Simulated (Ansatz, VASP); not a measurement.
## One calculation of Na3LaN2, two programs

```
CELL_PARAMETERS angstrom
4.44483 0.00000 0.00000
0.00000 4.44483 0.00000
0.00000 0.00000 6.01356
ATOMIC_POSITIONS crystal
Na 0.50000 0.00000 0.55574
Na 0.00000 0.50000 0.44426
Na 0.50000 0.50000 0.00000
La 0.00000 0.00000 0.00000
N 0.50000 0.00000 0.17476
N 0.00000 0.50000 0.82524
```

Change from the starting cell: species swapped into the Ti2CuSb3 type (P-4m2, No. 115).

Alike in both runs: functional PBE; k mesh 6 × 6 × 2; occupations gaussian, width 0.1 eV; no spin polarisation.

Ansatz relaxed the structure, and its values are those at the end. VASP's run is a single point on that final structure, the one shown.

|  | VASP | Ansatz |
| --- | --- | --- |
| version | VASP 6.6.1 | Ansatz 0.2.0 |
| potentials or method | VASP PAW PBE potentials, release 64 (Na_pv, La, N), cutoff 520 eV | scalar-relativistic, plane waves, PAW |
| valence electrons in the cell | 42 | 48 |

|  | VASP | Ansatz | Ansatz less VASP |
| --- | --- | --- | --- |
| gap on the k mesh at the Fermi level (eV) | none | none | - |
| pressure (GPa) | 0.1 | 0.2 | +0.02 |
| rms of the force components (eV/Å) | 0.010 | 0.003 | -0.0077 |

A gap of «none» marks a metal or a gap that the smearing closes. The functional is the same, so the differences come from potentials, cutoffs and numerics. VASP's potentials hold 42 valence electrons a cell and Ansatz's 48, so a difference there can come from the potentials and not from the codes.

The k mesh is coarse, so the values compare programs but aren't converged. Neither program's run includes spin-orbit coupling.
